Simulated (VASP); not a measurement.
Zn, 3 atoms in the cell. Symmetry: P6/mmm, No. 191, hexagonal system. The conventional cell has a = 4.289 Å, b = 4.289 Å, c = 2.612 Å, α = 90.00°, β = 90.00°, γ = 120.00°. Zn (site symmetry 6/mmm) has 14 Zn at 2.61 to 2.80 Å within 3.4 Å. Zn (site symmetry -6m2) has 11 Zn at 2.48 to 2.80 Å within 3.3 Å. 

- Program: VASP 6.6.1
- Task: single point
- Functional: LDA
- Potentials or basis: VASP PAW LDA potentials, release 64 (Zn)
- Cutoff: 520 eV
- k mesh: 8 × 8 × 12
- Occupations: fermi-dirac, width 0.1 eV
- Spin: no spin polarisation
- Dipole correction: no
- Further INCAR settings: ALGO = Normal; EDIFF = 1e-06; NBANDS = 25

Potentials or basis: VASP PAW LDA potentials, release 64 (Zn).

Run with:

```sh
$ cat potpaw_LDA.64/Zn/POTCAR > POTCAR
$ mpirun -np 1 vasp_std > vasp.out
```

Hardware: 1 thread of AMD EPYC 7R13, with other jobs on the host.

Q: How long does it take, and how much memory?

A: Wall time 88 s on 1 thread of AMD EPYC 7R13, with other jobs on the host, peak memory 0.14 GiB. Counts: scf iterations 12, k points 70.
